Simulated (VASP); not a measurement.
A run of VASP 6.6.1:

Contents of POSCAR:

```
Sn3Se
1.0
    0.0000000000      3.7057562726      3.7057562726
    3.7057562726      0.0000000000      3.7057562726
    3.7057562726      3.7057562726      0.0000000000
Sn Se
3 1
Direct
    0.2500000000      0.2500000000      0.2500000000
    0.7500000000      0.7500000000      0.7500000000
    0.5000000000      0.5000000000      0.5000000000
    0.0000000000      0.0000000000      0.0000000000
```

The input INCAR.step1:

```
SYSTEM = Sn3Se
PREC     = Accurate       ! precision mode
ENCUT    = 520            ! plane-wave cutoff, eV
ISMEAR   = 0              ! smearing method
SIGMA    = 0.1            ! smearing width, eV
LREAL    = .FALSE.        ! projectors in reciprocal space
LASPH    = .TRUE.         ! aspherical terms in the spheres
NELM     = 60             ! most SCF steps
NBANDS   = 32             ! bands
GGA      = PE             ! functional
ALGO     = Normal         ! electronic algorithm
EDIFF    = 1E-4           ! SCF threshold, eV
LWAVE    = .TRUE.         ! write WAVECAR
LCHARG   = .FALSE.        ! write CHGCAR
```

The input INCAR.step2:

```
SYSTEM = Sn3Se
PREC     = Accurate       ! precision mode
ENCUT    = 520            ! plane-wave cutoff, eV
EDIFF    = 1E-7           ! SCF threshold, eV
ISMEAR   = 0              ! smearing method
SIGMA    = 0.1            ! smearing width, eV
LREAL    = .FALSE.        ! projectors in reciprocal space
LASPH    = .TRUE.         ! aspherical terms in the spheres
NELM     = 60             ! most SCF steps
ALGO     = Normal         ! electronic algorithm
ISIF     = 2              ! what is computed and relaxed
LWAVE    = .FALSE.        ! write WAVECAR
LCHARG   = .TRUE.         ! write CHGCAR
METAGGA  = R2SCAN         ! meta-GGA
LMIXTAU  = .TRUE.       
LELF     = .TRUE.         ! ELF
LVHAR    = .TRUE.       
NBANDS   = 32             ! bands
ISTART   = 1
```

Contents of KPOINTS:

```
Automatic mesh
0
G
  10 10 10
  0 0 0
```

Potentials or basis: VASP PAW PBE potentials, release 64 (Sn_d, Se).

The run is started by

```console
$ cat potpaw_PBE.64/Sn_d/POTCAR potpaw_PBE.64/Se/POTCAR > POTCAR
$ cp INCAR.step1 INCAR
$ mpirun -np 1 vasp_std > vasp.out
$ cp INCAR.step2 INCAR
$ mpirun -np 1 vasp_std > vasp.out
```

Hardware: 1 thread of Intel(R) Xeon(R) 6975P-C (Granite Rapids) (shared host).

Task: Estimate the wall time of this run.

Result: Wall time 4.8 min on 1 thread of Intel(R) Xeon(R) 6975P-C (Granite Rapids), on a shared host, peak memory 0.33 GiB. Counts: k points 47.
